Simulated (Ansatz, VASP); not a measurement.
Ca5SiN2: VASP beside Ansatz

Contents of INCAR:

```
PREC = Accurate ; ENCUT = 600
EDIFF = 1E-7 ; ISMEAR = 0
SIGMA = 0.15 ; LREAL = False
LASPH = True ; NELM = 80
ALGO = Normal ; ISIF = 3
LWAVE = False ; LCHARG = False
GGA = PE ; IBRION = 2
NSW = 36 ; EDIFFG = -0.08
```

Contents of KPOINTS:

```
Automatic mesh
0
Gamma
  3 3 3
```

POSCAR

```
Ca5SiN2
1.0
    2.3750000000     -6.7000000000      0.0000000000
    2.3750000000      6.7000000000      0.0000000000
    0.0000000000      0.0000000000      4.7000000000
Ca Si N
5 1 2
Direct
    0.0000000000      0.0000000000      0.0000000000
    0.3350000000      0.6650000000      0.0000000000
    0.6650000000      0.3350000000      0.0000000000
    0.1650000000      0.8350000000      0.5000000000
    0.8350000000      0.1650000000      0.5000000000
    0.5000000000      0.5000000000      0.5000000000
    0.8350000000      0.1650000000      0.0000000000
    0.1650000000      0.8350000000      0.0000000000
```

Input for Ansatz:

```yaml
crystal:
  lattice:
    - [2.375, -6.7, 0.0]
    - [2.375, 6.7, 0.0]
    - [0.0, 0.0, 4.7]
  atoms:
    - { symbol: Ca, position: [0.0, 0.0, 0.0] }
    - { symbol: Ca, position: [0.335, 0.665, 0.0] }
    - { symbol: Ca, position: [0.665, 0.335, 0.0] }
    - { symbol: Ca, position: [0.165, 0.835, 0.5] }
    - { symbol: Ca, position: [0.835, 0.165, 0.5] }
    - { symbol: Si, position: [0.5, 0.5, 0.5] }
    - { symbol: "N", position: [0.835, 0.165, 0.0] }
    - { symbol: "N", position: [0.165, 0.835, 0.0] }
basis:
  ecutwfc: 420
kpoints:
  mp_grid: { grid: [3, 3, 3] }
hamiltonian:
  xc: pbe
scf:
  occupations: { method: gaussian, width: 0.15 }
  lower_state_search: "off"
output:
  forces: true
  stress: true
  eigenvalues: true
relax:
  adjacent_minimum: "off"
  f_tol: 0.08
  max_steps: 16
  cell: { stress_tol: 0.8 }
```

Change from the starting cell: built by hand: sheared layered antiperovskite (Cmmm, No. 65).

Alike in both runs: task relaxation of cell and atoms; functional PBE; k mesh 3 × 3 × 3; occupations gaussian, width 0.15 eV; no spin polarisation.

|  | VASP | Ansatz |
| --- | --- | --- |
| version | VASP 6.6.1 | Ansatz 0.2.0 |
| potentials or method | VASP PAW PBE potentials, release 64 (Ca_sv, Si, N), cutoff 600 eV | scalar-relativistic, plane waves, PAW |
| valence electrons in the cell | 64 | 64 |

VASP gave:

* gap on the k mesh at the Fermi level, each at its own relaxed structure (eV): none
* relaxed volume (Å³/atom): 22.05
* relaxed length of the cell vector where the two differ most in proportion (Å): 7.743

Question: Estimate Ansatz's values.

Answer: gap on the k mesh at the Fermi level, each at its own relaxed structure (eV): none; relaxed volume (Å³/atom): 21.71; relaxed length of the cell vector where the two differ most in proportion (Å): 7.681.

A gap of «none» marks a metal or a gap that the smearing closes.

The k mesh is coarse, so the values compare programs but aren't converged. Noted on VASP's run: the volume moved by over 15 % at a fixed basis, so the end points are rough.
